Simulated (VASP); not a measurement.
AlPt, 2 atoms in the cell. It takes space group Pm-3m (No. 221, cubic). Conventional cell: a = 3.126 Å, b = 3.126 Å, c = 3.126 Å, α = 90.00°, β = 90.00°, γ = 90.00°. Al (site symmetry m-3m) has 8 Pt at 2.71 Å and 6 Al at 3.13 Å within 3.6 Å. Within 3.6 Å of Pt (site symmetry m-3m) lie 8 Al at 2.71 Å and 6 Pt at 3.13 Å. 

| Item | Value |
| --- | --- |
| Program | VASP 6.6.1 |
| Task | single point |
| Functional | r2SCAN |
| Potentials or basis | VASP PAW PBE potentials, release 64 (Al, Pt) |
| Cutoff | 520 eV |
| k mesh | 14 × 14 × 14 |
| Occupations | gaussian, width 0.1 eV |
| Spin | no spin polarisation |
| Dipole correction | no |
| Further INCAR settings | ALGO = Normal; EDIFF = 1e-06; NBANDS = 14 |

Potentials or basis: VASP PAW PBE potentials, release 64 (Al, Pt).

Run with:

```bash
$ cat potpaw_PBE.64/Al/POTCAR potpaw_PBE.64/Pt/POTCAR > POTCAR
$ cp INCAR.step1 INCAR
$ mpirun -np 1 vasp_std > vasp.out
$ cp INCAR.step2 INCAR
$ mpirun -np 1 vasp_std > vasp.out
```

Hardware: 1 thread of Intel(R) Xeon(R) 6975P-C (Granite Rapids), with other jobs on the host.

Q: Estimate the wall time of this run.

A: Run time: 38 s on 1 thread of Intel(R) Xeon(R) 6975P-C (Granite Rapids), on a shared host, peak memory 0.17 GiB. Counts: k points 120.
